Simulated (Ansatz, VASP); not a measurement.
One calculation of Bi2TePd2, two programs

INCAR

```
SYSTEM = Bi2TePd2
PREC = Accurate
ENCUT = 500
EDIFF = 1E-7
ISMEAR = 1
SIGMA = 0.0135
LREAL = .False.
LASPH = .True.
NELM = 120
ALGO = Normal
ISIF = 3
LWAVE = .False.
LCHARG = .False.
GGA = PE
IBRION = 2
NSW = 60
EDIFFG = -0.01
ISYM = 0
GGA_COMPAT = .False.
NELMIN = 4
```

The input KPOINTS:

```
regular mesh
0
Gamma
  5 5 5
  0 0 0
```

The input POSCAR:

```
Bi2TePd2
1.0
    3.9545050000      0.0000000000      0.0000000000
   -1.9772530000      3.4247070000      0.0000000000
   -1.9772530000      1.1415690000      9.1817980000
Bi Pd Te
2 2 1
Direct
    0.3980600000      0.6019400000      0.1941800000
    0.6019400000      0.3980600000      0.8058200000
    0.2116000000      0.7884000000      0.6348000000
    0.7884000000      0.2116000000      0.3652000000
    0.0000000000      0.0000000000      0.0000000000
```

Input for Ansatz:

```yaml
crystal:
  lattice:
    - [3.954505, 0.0, 0.0]
    - [-1.977253, 3.424707, 0.0]
    - [-1.977253, 1.141569, 9.181798]
  atoms:
    - { symbol: Bi, position: [0.39806, 0.60194, 0.19418] }
    - { symbol: Bi, position: [0.60194, 0.39806, 0.80582] }
    - { symbol: Pd, position: [0.2116, 0.7884, 0.6348] }
    - { symbol: Pd, position: [0.7884, 0.2116, 0.3652] }
    - { symbol: Te, position: [0.0, 0.0, 0.0] }
  symmetry: { detect: false }
kpoints:
  mp_grid: { grid: [5, 5, 5], shift: [0, 0, 0] }
magnetization:
  spin_polarized: false
scf:
  occupations: { method: methfessel_paxton, width: 0.0135 }
hamiltonian:
  pseudopotentials: { kind: paw }
  xc: pbe
basis:
  ecutwfc: 420
output:
  forces: true
  stress: true
  eigenvalues: true
  write_density: true
  write_potential: true
  elf: true
  volumetric_format: npy
relax:
  max_steps: 40
  cell: {}
```

Alike in both runs: task relaxation of cell and atoms; functional PBE; k mesh 5 × 5 × 5; occupations methfessel-paxton of order 1, width 0.0135 eV; no spin polarisation.

|  | VASP | Ansatz |
| --- | --- | --- |
| version | VASP 6.6.1 | Ansatz 0.2.0 |
| potentials or method | VASP PAW PBE potentials, release 64 (Bi_d, Pd, Te), cutoff 500 eV | PAW plane waves |
| valence electrons in the cell | 56 | 82 |

|  | VASP | Ansatz | Ansatz less VASP |
| --- | --- | --- | --- |
| gap on the k mesh at the Fermi level, each at its own relaxed structure (eV) | none | none | - |
| relaxed volume (Å³/atom) | 25.66 | 25.75 | +0.094 |
| relaxed length of the cell vector where the two differ most in proportion (Å) | 4.346 | 4.379 | +0.0333 |

A gap of «none» marks a metal or a gap that the smearing closes. VASP's potentials hold 56 valence electrons a cell and Ansatz's 82, so a difference there can come from the potentials and not from the codes. Ansatz's warnings: relaxation start displaced.

The k mesh is coarse, so the values compare programs but aren't converged. Spin-orbit coupling is off throughout.
